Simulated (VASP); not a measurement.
# BN (P6_3/mmc) in VASP: notebook

The runs below take BN through G0W0 quasiparticle levels, with PBE, r2SCAN.

All numbers are computed with VASP 6.6.1; they aren't measurements. Logs are shortened: lines on timing, memory, paths and dates and some standing lists are left out, and cuts for length are marked.

**1. The cell of the first run**

Symmetry: P6_3/mmc, No. 194, hexagonal system. Conventional cell: a = 2.491 Å, b = 2.491 Å, c = 4.001 Å, α = 90.00°, β = 90.00°, γ = 120.00°. B (site symmetry -3m) has 6 N at 1.75 Å and 2 B at 2.00 Å within 2.3 Å. Within 2.3 Å of N (site symmetry -6m2) lie 6 B at 1.75 Å.

**2. G0W0 quasiparticle levels, PBE**

File POSCAR:

```
BN
1.0
    2.4913353509      0.0000000000      0.0000000000
   -1.2456676755      2.1575597032      0.0000000000
    0.0000000000      0.0000000000      4.0010591815
B N
2 2
Direct
    0.0000000000      0.0000000000      0.0000000000
    0.0000000000      0.0000000000      0.5000000000
    0.3333333333      0.6666666667      0.2500000000
    0.6666666667      0.3333333333      0.7500000000
```

File INCAR.step1:

```
ALGO     = Normal         # electronic algorithm
EDIFF    = 1E-8           # SCF threshold, eV
ENCUT    = 500            # plane-wave cutoff, eV
GGA      = PE             # functional
ISMEAR   = 0              # smearing method
LASPH    = T              # aspherical terms in the spheres
LCHARG   = F              # write CHGCAR
LREAL    = F              # projectors in reciprocal space
LWAVE    = T              # write WAVECAR
NELM     = 60             # most SCF steps
PREC     = Accurate       # precision mode
SIGMA    = 0.01           # smearing width, eV
```

File INCAR.step2:

```
ALGO     = Exact          # electronic algorithm
EDIFF    = 1E-8           # SCF threshold, eV
ENCUT    = 500            # plane-wave cutoff, eV
GGA      = PE             # functional
ISMEAR   = 0              # smearing method
ISTART   = 1            
LASPH    = T              # aspherical terms in the spheres
LCHARG   = F              # write CHGCAR
LOPTICS  = T              # frequency-dependent dielectric function
LREAL    = F              # projectors in reciprocal space
LWAVE    = T              # write WAVECAR
NBANDS   = 88             # bands
NELM     = 1              # most SCF steps
PREC     = Accurate       # precision mode
SIGMA    = 0.01           # smearing width, eV
```

File INCAR.step3:

```
ALGO     = EVGW0          # electronic algorithm
EDIFF    = 1E-8           # SCF threshold, eV
ENCUT    = 500            # plane-wave cutoff, eV
ENCUTGW  = 140.0          # cutoff of the response function
GGA      = PE             # functional
ISMEAR   = 0              # smearing method
ISTART   = 1            
LASPH    = T              # aspherical terms in the spheres
LCHARG   = F              # write CHGCAR
LREAL    = F              # projectors in reciprocal space
LWAVE    = F              # write WAVECAR
NBANDS   = 88             # bands
NBANDSGW = 16           
NELMGW   = 1            
NOMEGA   = 96             # frequency points
OMEGAMAX = 30           
PREC     = Accurate       # precision mode
PRECFOCK = Fast         
SIGMA    = 0.01           # smearing width, eV
```

File KPOINTS:

```
k-points
0
Gamma
  6 6 4
```

Potentials or basis: VASP PAW PBE potentials, release 64 (B_GW, N_GW).

On the command line:

```sh
cat potpaw_PBE.64/B_GW/POTCAR potpaw_PBE.64/N_GW/POTCAR > POTCAR
cp INCAR.step1 INCAR
mpirun -np 1 vasp_std > vasp.out
cp INCAR.step2 INCAR
mpirun -np 1 vasp_std > vasp.out
cp INCAR.step3 INCAR
mpirun -np 1 vasp_std > vasp.out
```

OUTCAR:

```text
EDIFF = 1E-8
   ENCUT = 500
   ENCUTGW = 140.0
   GGA = PE
   ISMEAR = 0
   ISTART = 1
   LASPH = T
   LREAL = F
   NELMGW = 1
   PREC = Accurate
   PRECFOCK = Fast

 ion  position               nearest neighbor table
   1  0.000  0.000  0.000-   3 1.75   4 1.75   4 1.75   3 1.75   4 1.75   3 1.75   2 2.00   2 2.00

   2  0.000  0.000  0.500-   3 1.75   4 1.75   4 1.75   3 1.75   4 1.75   3 1.75   1 2.00   1 2.00

   3  0.333  0.667  0.250-   1 1.75   2 1.75   1 1.75   2 1.75   1 1.75   2 1.75
   4  0.667  0.333  0.750-   1 1.75   2 1.75   1 1.75   2 1.75   1 1.75   2 1.75

  LATTYP: Found a hexagonal cell.
 ALAT       =     2.4913353509
 C/A-ratio  =     1.6059898079

  Lattice vectors:

 A1 = (   2.4913353509,   0.0000000000,   0.0000000000)
 A2 = (  -1.2456676755,   2.1575597032,   0.0000000000)
 A3 = (   0.0000000000,   0.0000000000,   4.0010591815)

Analysis of symmetry for initial positions (statically):
=====================================================================
 Subroutine PRICEL returns:
 Original cell was already a primitive cell.

 Routine SETGRP: Setting up the symmetry group for a
 hexagonal supercell.

 Subroutine GETGRP returns: Found 24 space group operations
 (whereof 12 operations were pure point group operations)
 out of a pool of 24 trial point group operations.

The static configuration has the point symmetry D_3d.
 The point group associated with its full space group is D_6h.

Analysis of symmetry for dynamics (positions and initial velocities):
=====================================================================
 Subroutine PRICEL returns:
 Original cell was already a primitive cell.

 Routine SETGRP: Setting up the symmetry group for a
 hexagonal supercell.

 Subroutine GETGRP returns: Found 24 space group operations
 (whereof 12 operations were pure point group operations)
 out of a pool of 24 trial point group operations.

The dynamic configuration has the point symmetry D_3d.
 The point group associated with its full space group is D_6h.

 Subroutine INISYM returns: Found 24 space group operations
 (whereof 12 operations are pure point group operations),
 and found     1 'primitive' translations

----------------------------------------------------------------------------------------

                                     Primitive cell

  volume of cell :      21.5065

  direct lattice vectors                    reciprocal lattice vectors
     2.491335351  0.000000000  0.000000000     0.401391165  0.231743297  0.000000000
    -1.245667676  2.157559703  0.000000000     0.000000000  0.463486595  0.000000000
     0.000000000  0.000000000  4.001059181     0.000000000  0.000000000  0.249933819

  length of vectors
     2.491335351  2.491335351  4.001059181     0.463486595  0.463486595  0.249933819

  position of ions in fractional coordinates (direct lattice)
     0.000000000  0.000000000  0.000000000
     0.000000000  0.000000000  0.500000000
     0.333333333  0.666666667  0.250000000
     0.666666667  0.333333333  0.750000000

  ion indices of the primitive-cell ions
   primitive index   ion index
                 1           1
                 2           2
                 3           3
                 4           4

----------------------------------------------------------------------------------------

 KPOINTS: k-points

Automatic generation of k-mesh.
 Grid dimensions read from file:
 generate k-points for:    6    6    4

 Generating k-lattice:

  Cartesian coordinates                     Fractional coordinates (reciprocal lattice)
     0.066898528  0.038623883  0.000000000     0.166666667 -0.000000000  0.000000000
     0.000000000  0.077247766  0.000000000     0.000000000  0.166666667  0.000000000
     0.000000000  0.000000000  0.062483455     0.000000000  0.000000000  0.250000000

  Length of vectors
     0.077247766  0.077247766  0.062483455

  Shift w.r.t. Gamma in fractional coordinates (k-lattice)
     0.000000000  0.000000000  0.000000000

 Subroutine IBZKPT returns following result:
 ===========================================

 Found     21 irreducible k-points:

 Following reciprocal coordinates:
            Coordinates               Weight
  0.000000  0.000000  0.000000      1.000000
  0.166667 -0.000000  0.000000      6.000000
  0.333333  0.000000  0.000000      6.000000
  0.500000 -0.000000  0.000000      3.000000
  0.166667  0.166667  0.000000      6.000000
  0.333333  0.166667  0.000000     12.000000
[... 13 lines left out ...]
  0.333333  0.166667  0.500000     12.000000
  0.333333  0.333333  0.500000      2.000000
   k-points           NKPTS =     21   k-points in BZ     NKDIM =    144   number of bands    NBANDS=     88
   number of dos      NEDOS =    301   number of ions     NIONS =      4
   total plane-waves  NPLWV =   9720
   dimension x,y,z NGX =    18 NGY =   18 NGZ =   30
   dimension x,y,z NGXF=    36 NGYF=   36 NGZF=   60
   ions per type =               2   2
   NGX,Y,Z   is equivalent  to a cutoff of  12.01, 12.01, 12.47 a.u.
   NGXF,Y,Z  is equivalent  to a cutoff of  24.02, 24.02, 24.93 a.u.
 SYSTEM =  unknown system
   PREC   = accura    normal or accurate (medium, high low for compatibility)
   ISTART =      1    job   : 0-new  1-cont  2-samecut
   ICHARG =      0    charge: 1-file 2-atom 10-const
   ISPIN  =      1    spin polarized calculation?
   LNONCOLLINEAR =      F non collinear calculations
   LSORBIT =      F    spin-orbit coupling
   LASPH  =      T    aspherical Exc in radial PAW
   ENCUT  =  500.0 eV  36.75 Ry    6.06 a.u.   4.54  4.54  7.29*2*pi/ulx,y,z
   NELM   =     60;   NELMIN=  2; NELMDL=  0     # of ELM steps
   EDIFF  = 0.1E-07   stopping-criterion for ELM
   LREAL  =      F    real-space projection
   EDIFFG = 0.1E-06   stopping-criterion for IOM
   NSW    =      0    number of steps for IOM
   IBRION =     -1    ionic relax: 0-MD 1-quasi-New 2-CG
   NFREE  =      0    steps in history (QN), initial steepest desc. (CG)
   ISIF   =      0    stress and relaxation
   ISYM   =      3    0-nonsym 1-usesym 2-fastsym
   POTIM  = 0.5000    time-step for ionic-motion
   TEBEG  =    0.0;   TEEND  =   0.0 temperature during run
   PSTRESS=    0.0 pullay stress
   NELECT =      16.0000    total number of electrons
   NUPDOWN=      -1.0000    fix difference up-down
   EMIN   =  10.00;   EMAX   =-10.00  energy-range for DOS
   EFERMI =   0.00;   METHOD = LEGACY
   ISMEAR =     0;   SIGMA  =   0.01  broadening in eV -4-tet -1-fermi 0-gaus
   EFERMI_NEDOS =   21; number of points for ismear=-14 and -15
   IALGO  =     38    algorithm
   IMIX   =      4    mixing-type and parameters
     AMIX     =   0.40;   BMIX     =  1.00
     AMIX_MAG =   1.60;   BMIX_MAG =  1.00
  volume/ion in A,a.u.               =       5.38        36.28
  Fermi-wavevector in a.u.,A,eV,Ry     =   1.483400  2.803219 29.939272  2.200474
  Thomas-Fermi vector in A             =   2.597066
   LORBIT       =      0    0 simple, 1 ext, 2 COOP (PROOUT), +10 PAW based schemes
   GGA     = PE    functional components
   LHFCALC =     T    Hartree Fock is set to
   PRECFOCK=fast      Normal, Fast or Accurate (Low or Medium for compatibility)
   ENCUT4O =  -1.0   cutoff for four orbital integrals eV
   NKREDX  =     1    reduce k-point grid by
   NKREDY  =     1    reduce k-point grid by
   NKREDZ  =     1    reduce k-point grid by
   AEXX    =    1.0000 exact exchange contribution
   HFSCREEN=    0.0000 screening length (either q_TF or 0.3 A-1)
   HFSCREENC=   0.0000 screening length for correlation (either q_TF or 0.3 A-1)
   ENCUTFOCK=  -1.0 apply spherical cutoff to Coloumb kernel
   IVDW    =     0    specifies the selected vdW correction
   LEPSILON=     F    determine dielectric tensor
   LRPA    =     F    only Hartree local field effects (RPA)
   LRPAFORCE           =     F    calculate RPA forces
   ENCUTGW             = 140.0    cutoff for response function in eV
   ENCUTGWSOFT         = 112.0    soft cutoff for Coulomb kernel in GW response function in eV
   ENCUTLF             =  -1.0    cutoff for local field effects
   NELMGW              =     1    number of iterations in solving QP/BSE equation
   NELMHF              =     1    number of iterations in the inner HF iteration
   NKREDLFX            =     1    NKREDLFY  =   1   NKREDLFZ  =   1
 non-spin polarized calculation
 Gauss-broadening in eV      SIGMA  =   0.01
  energy-cutoff  :      500.00
  volume of cell :       21.51
 maximum number of plane-waves:       562
  NGX = 12; NGY = 12; NGZ = 20
   NGX =  9   NGY =  9   NGZ = 15
 maximum number of plane-waves:        97
 NGX is ok and might be reduce to    10

 QP shifts <psi_nk| G(iteration)W_0 |psi_nk>: iteration 1
 for sc-GW calculations column KS-energies equals QP-energies in previous step
 and V_xc(KS)=  KS-energies - (<T + V_ion + V_H > + <T+V_H+V_ion>^1  + <V_x>^1)

 k-point   1 :       0.0000    0.0000    0.0000
  band No.  KS-energies  QP-energies   sigma(KS)   V_xc(KS)     V^pw_x(r,r')   Z            occupation Imag(sigma)

      1     -12.1035     -13.3281     -17.0322     -15.3433     -26.4079       0.7251       2.0000       1.7031
      2      -6.9758      -7.9708     -17.7362     -16.4273     -26.0618       0.7602       2.0000       1.1787
      3      -2.0003      -2.8046     -15.7638     -14.6887     -21.9182       0.7481       2.0000       0.5339
      4       8.7476       8.4194     -17.5153     -17.1028     -20.5349       0.7959       2.0000       0.0587
      5       8.7476       8.4194     -17.5153     -17.1028     -20.5349       0.7959       2.0000       0.0587
      6       9.5308       9.3426     -18.3542     -18.1186     -21.1406       0.7989       2.0000       0.0520
[... 8 lines left out ...]
     15      24.9489      25.9750     -12.9399     -14.3040      -4.7119       0.7522       0.0000      -0.3571
     16      25.3285      26.3955     -16.1722     -17.6274      -7.8128       0.7332       0.0000      -0.4694

 k-point   2 :       0.1667   -0.0000    0.0000
  band No.  KS-energies  QP-energies   sigma(KS)   V_xc(KS)     V^pw_x(r,r')   Z            occupation Imag(sigma)

      1     -11.4228     -12.6362     -17.0502     -15.4099     -26.2715       0.7397       2.0000       1.6545
      2      -6.3536      -7.3179     -17.8208     -16.5537     -26.0118       0.7610       2.0000       1.1098
      3      -1.4007      -2.1857     -15.7866     -14.7422     -21.7131       0.7515       2.0000       0.4716
      4       5.0293       4.4623     -16.9331     -16.2045     -20.8512       0.7783       2.0000       0.1078
      5       6.9099       6.4660     -17.1610     -16.5980     -20.5899       0.7885       2.0000       0.0747
      6       7.8728       7.5136     -17.9844     -17.5314     -21.1302       0.7930       2.0000       0.0643
[... 8 lines left out ...]
     15      23.6234      24.5945     -12.9819     -14.2563      -5.3176       0.7620       0.0000      -0.2867
     16      25.0951      25.7096     -12.2568     -13.0111      -6.0185       0.8148       0.0000      -0.1882
[... 348 lines left out ...]
      5       3.1998       2.5756     -16.4831     -15.6721     -20.8232       0.7696       2.0000       0.1593
      6       3.1998       2.5756     -16.4831     -15.6721     -20.8232       0.7696       2.0000       0.1593
[... 8 lines left out ...]
     15      25.0581      26.1891     -14.5008     -16.0069      -6.3538       0.7510       0.0000      -0.4219
     16      25.0581      26.1891     -14.5008     -16.0069      -6.3538       0.7510       0.0000      -0.4219

 k-point  21 :       0.3333    0.3333    0.5000
  band No.  KS-energies  QP-energies   sigma(KS)   V_xc(KS)     V^pw_x(r,r')   Z            occupation Imag(sigma)

      1      -4.8796      -5.7770     -18.3605     -17.1757     -26.4312       0.7574       2.0000       0.9822
      2      -4.8796      -5.7770     -18.3605     -17.1757     -26.4312       0.7574       2.0000       0.9822
      3      -0.3777      -1.1963     -16.0552     -14.9741     -21.3410       0.7572       2.0000       0.3307
      4      -0.3777      -1.1963     -16.0552     -14.9741     -21.3410       0.7572       2.0000       0.3307
      5       0.2001      -0.4821     -15.7447     -14.8399     -21.0311       0.7539       2.0000       0.3171
      6       0.2001      -0.4821     -15.7447     -14.8399     -21.0311       0.7539       2.0000       0.3171
[... 8 lines left out ...]
     15      26.0036      27.2394     -15.0500     -16.7190      -6.5334       0.7405       0.0000      -0.4936
     16      26.0036      27.2394     -15.0500     -16.7190      -6.5334       0.7405       0.0000      -0.4936
```

Wall time 2.5 min (1 thread of Intel Xeon 6975P-C (Granite Rapids), shared host); peak memory 0.33 GiB.

Results:

```yaml
Quasiparticle_gap: 2.02 eV
Least_direct_quasiparticle_gap: 6.41 eV
Band_gap_of_the_starting_levels_on_the_mesh: 1.57 eV
Least_direct_gap_of_the_starting_levels_on_the_mesh: 5.53 eV
```

Caveat: the k points lie up to 0.49 Å⁻¹ apart; bands, screening cutoff and mesh are small and nothing is extrapolated, so the quasiparticle values aren't converged.

[end of part 1 of 2]
